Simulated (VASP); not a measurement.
Write the native input for VASP 6.6.1 that does the following.

| Quantity | Value |
| --- | --- |
| Task | single point |
| Functional | PBE |
| Potentials or basis | VASP PAW PBE potentials, release 64 (Si, Zr_sv, C) |
| Cutoff | 520 eV |
| k mesh | 4 × 4 × 2 |
| Occupations | fermi-dirac, width 0.01 eV |
| Spin | no spin polarisation |
| Dipole correction | no |
| Further INCAR settings | LREAL = Auto; ALGO = Normal; EDIFF = 1e-06; NBANDS = 130 |

The structure of ZrSi23C24 (a cell with a defect) lies in POSCAR:

```
ZrSi23C24
1.0
    6.1900000000      0.0000000000      0.0000000000
   -3.0950000000      5.3606972494      0.0000000000
    0.0000000000      0.0000000000     15.1700000000
Si Zr C
23 1 24
Direct
   -0.0027746679     -0.0055493358      0.1281375197
   -0.0027746679      0.5027746679      0.1281375197
    0.5000000000      0.0000000000      0.1271944111
    0.5055493358      0.5027746679      0.1281375197
   -0.0001205485     -0.0002410971      0.6241467196
   -0.0001205485      0.5001205485      0.6241467196
    0.5000000000      0.0000000000      0.6208757950
    0.5002410971      0.5001205485      0.6241467196
    0.1666666667      0.3333333333      0.2918068291
    0.1673245296      0.8336622648      0.2936761893
    0.6663377352      0.3326754704      0.2936761893
    0.6663377352      0.8336622648      0.2936761893
    0.3347639724      0.1652360276      0.7877588496
    0.3347639724      0.6695279448      0.7877588496
    0.8304720552      0.1652360276      0.7877588496
    0.8333333333      0.6666666667      0.7917150976
    0.1662342686      0.8331171343      0.9593886802
    0.6668828657      0.3337657314      0.9593886802
    0.6668828657      0.8331171343      0.9593886802
    0.3328988259      0.1671011741      0.4580737123
    0.3328988259      0.6657976519      0.4580737123
    0.8342023481      0.1671011741      0.4580737123
    0.8333333333      0.6666666667      0.4584895658
    0.1666666667      0.3333333333      0.9569571003
   -0.0145080303     -0.0290160606      0.0060443456
   -0.0145080303      0.5145080303      0.0060443456
    0.5000000000      0.0000000000      0.0012802670
    0.5290160606      0.5145080303      0.0060443456
   -0.0001188255     -0.0002376510      0.4993466686
   -0.0001188255      0.5001188255      0.4993466686
    0.5000000000      0.0000000000      0.4969151737
    0.5002376510      0.5001188255      0.4993466686
    0.1666666667      0.3333333333      0.1661914095
    0.1682116027      0.8341058014      0.1698169270
    0.6658941986      0.3317883973      0.1698169270
    0.6658941986      0.8341058014      0.1698169270
    0.3354467811      0.1645532189      0.6635662417
    0.3354467811      0.6708935622      0.6635662417
    0.8291064378      0.1645532189      0.6635662417
    0.8333333333      0.6666666667      0.6666503475
    0.1666666667      0.3333333333      0.8166061196
    0.1673336437      0.8336668219      0.8332414477
    0.6663331781      0.3326663563      0.8332414477
    0.6663331781      0.8336668219      0.8332414477
    0.3327142318      0.1672857682      0.3338626435
    0.3327142318      0.6654284637      0.3338626435
    0.8345715363      0.1672857682      0.3338626435
    0.8333333333      0.6666666667      0.3341380493
```

The input as run:

INCAR

```
  ALGO = Normal
  EDIFF = 1E-6
  ENCUT = 520
  GGA = PE
  ISIF = 2
  ISMEAR = -1
  LASPH = T
  LCHARG = F
  LREAL = Auto
  LWAVE = F
  NBANDS = 130
  NELM = 100
  PREC = Accurate
  SIGMA = 0.01
```

KPOINTS

```
k-points
0
Gamma
  4 4 2
```

Potentials or basis: VASP PAW PBE potentials, release 64 (Si, Zr_sv, C).

The run is started by

```console
$ cat potpaw_PBE.64/Si/POTCAR potpaw_PBE.64/Zr_sv/POTCAR potpaw_PBE.64/C/POTCAR > POTCAR
$ mpirun -np 1 vasp_std > vasp.out
```

It gave:

```
Pressure               : 4.9 GPa
Largest force          : 0.031 eV/Å
Band gap on the k mesh : 1.92 eV
```

Wall time 19 min on 1 thread of Intel(R) Xeon(R) Platinum 8488C (Sapphire Rapids), on a shared host, peak memory 0.76 GiB.
